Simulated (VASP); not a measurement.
# AgB2: relaxation of cell and atoms with PBEsol

AgB2:

```
Ag B
1.0
     3.04000    0.00000    0.00000
    -1.52000    2.63272    0.00000
     0.00000    0.00000    4.86400
Ag B
1 2
Direct
  0.00000 0.00000 0.00000
  0.33333 0.66667 0.25000
  0.66667 0.33333 0.75000
```

- Program: VASP 6.6.1
- Task: relaxation of cell and atoms
- Functional: PBEsol
- Potentials or basis: VASP PAW PBE potentials, release 64 (Ag, B)
- Cutoff: 600 eV
- k mesh: 8 × 8 × 4
- Occupations: fermi-dirac, width 0.05 eV
- Spin: no spin polarisation
- Target pressure: 15 GPa
- Dipole correction: no
- Further INCAR settings: ALGO = Normal; EDIFF = 1e-07; IBRION = 2; EDIFFG = -0.02; NSW = 80; ISIF = 3

| Property | Result |
| --- | --- |
| Relaxed volume | 9.53 Å³/atom |
| Relaxed cell | a = 2.954 Å, b = 2.954 Å, c = 3.785 Å, α = 90.00°, β = 90.00°, γ = 120.00° |
| Space group after relaxing (to 0.1 Å) | P6/mmm (No. 191) |
| Energy change on relaxing (the run minimises the enthalpy) | -1746.0 meV/atom |
| Ionic steps | 21 |
| Pressure after relaxing | 15.0 GPa |
| Largest force after relaxing | 0.018 eV/Å |
| Band gap on the k mesh | zero (an odd number of electrons rules out a gap without spin polarisation) |

Forces on the atoms (eV/Å):
```
Ag   0.000  0.000  0.000
B    0.000  0.000  0.018
B    0.000  0.000 -0.018
```

The path:
```csv
step,energy change (eV),largest force (eV/Å),pressure (GPa),volume (Å³)
1,0.0000,2.7527,10.68,38.93
2,-0.6483,2.7485,4.60,36.98
3,-2.9543,3.2005,0.29,31.37
4,-1.5983,3.3622,137.60,21.20
5,-3.2348,3.6801,25.16,27.63
6,-3.9008,2.1341,63.72,24.34
7,-4.3412,1.1043,53.91,24.90
8,-4.6210,0.3196,42.49,25.63
9,-4.6313,0.4931,41.30,25.72
10,-4.8424,0.1900,31.93,26.50
11,-5.1098,0.3421,16.11,28.10
12,-5.1264,0.3910,14.70,28.27
13,-5.1483,0.3391,14.84,28.29
14,-5.1953,0.1938,15.53,28.34
15,-5.2063,0.0506,17.84,28.38
16,-5.2158,0.0508,16.69,28.37
17,-5.2159,0.0434,16.76,28.37
18,-5.2401,0.0250,14.74,28.61
19,-5.2378,0.0269,14.99,28.59
20,-5.2382,0.0266,14.90,28.59
21,-5.2380,0.0183,14.98,28.59
```

Final structure:
```
Ag B
1.0
     2.95353    0.00000    0.00000
    -1.47677    2.55783    0.00000
     0.00000    0.00000    3.78468
Ag B
1 2
Direct
  0.00000 0.00000 0.00000
  0.33333 0.66667 0.49954
  0.66667 0.33333 0.50046
```

Levels at points of the mesh, in eV from the Fermi level:
```tsv
k point	band 6	band 7	band 8	band 9	band 10	band 11	band 12
(0.00, 0.00, 0.00)	-4.24	-4.14	1.25	1.25	2.35	7.28	7.28
(0.50, 0.00, 0.00)	-3.58	-2.70	-2.16	2.40	3.39	4.34	6.54
(0.00, 0.00, 0.50)	-4.48	-4.48	0.74	0.74	8.76	9.00	9.00
(0.50, 0.00, 0.50)	-3.56	-3.34	-2.29	-0.19	1.29	6.38	10.44
```

Wall time 3 min on 1 thread of Intel(R) Xeon(R) Platinum 8488C (Sapphire Rapids), on a shared host, peak memory 0.19 GiB.

Caveat: the cell is relaxed towards a set pressure, so the run minimises the enthalpy, not the energy; the volume moved by over 15 % at a fixed basis, so the end points are rough; the PAW data sets were made with another functional, which shifts forces and pressure a little.
